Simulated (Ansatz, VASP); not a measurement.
One calculation of Ta, two programs

The input INCAR:

```
SYSTEM = Ta
PREC     = Accurate       ! precision mode
ENCUT    = 520            ! plane-wave cutoff, eV
EDIFF    = 1E-6           ! SCF threshold, eV
ISMEAR   = -1             ! smearing method
SIGMA    = 1.0            ! smearing width, eV
LREAL    = .False.        ! projectors in reciprocal space
LASPH    = .True.         ! aspherical terms in the spheres
NELM     = 60             ! most SCF steps
ALGO     = Normal         ! electronic algorithm
ISIF     = 2              ! what is computed and relaxed
LWAVE    = .False.        ! write WAVECAR
LCHARG   = .True.         ! write CHGCAR
GGA      = PE             ! functional
LELF     = .True.         ! ELF
LVHAR    = .True.       
NBANDS   = 12             ! bands
```

Contents of KPOINTS:

```
Automatic mesh
0
Gamma
  13 13 13
  0 0 0
```

File POSCAR:

```
Ta
1.0
   -1.6607181506      1.6607181506      1.6607181506
    1.6607181506     -1.6607181506      1.6607181506
    1.6607181506      1.6607181506     -1.6607181506
Ta
1
Direct
    0.0000000000      0.0000000000      0.0000000000
```

Input for Ansatz:

```yaml
crystal:
  lattice:
    - [-1.6607181506, 1.6607181506, 1.6607181506]
    - [1.6607181506, -1.6607181506, 1.6607181506]
    - [1.6607181506, 1.6607181506, -1.6607181506]
  atoms:
    - { symbol: Ta, position: [0.0, 0.0, 0.0] }
hamiltonian:
  xc: pbe
  pseudopotentials:
    kind: paw
    azcp:
      Ta: "pseudopotentials/Ta.paw.azcp"
basis:
  ecutwfc: 420
  fft_grid_basis: typed
kpoints:
  mp_grid: { grid: [13, 13, 13], shift: [0, 0, 0] }
magnetization:
  spin_polarized: false
scf:
  occupations: { method: fermi_dirac, width: 1.0 }
  lower_state_search: "off"
output:
  stress: true
```

Alike in both runs: task single point; functional PBE; k mesh 13 × 13 × 13; occupations fermi-dirac, width 1 eV; no spin polarisation.

```csv
,VASP,Ansatz
version,VASP 6.6.1,Ansatz 0.2.0
potentials or method,"VASP PAW PBE potentials, release 64 (Ta_pv), cutoff 520 eV","plane waves (420 eV) with PAW, scalar-relativistic"
valence electrons in the cell,11,13
```

```csv
,VASP,Ansatz,Ansatz less VASP
pressure (GPa),13.6,13.4,-0.17
```

With one functional, cell and mesh, what is left measures potentials, basis and numerics. VASP's potentials hold 11 valence electrons a cell and Ansatz's 13, so a difference there can come from the potentials and not from the codes.

Spin-orbit coupling is off throughout.
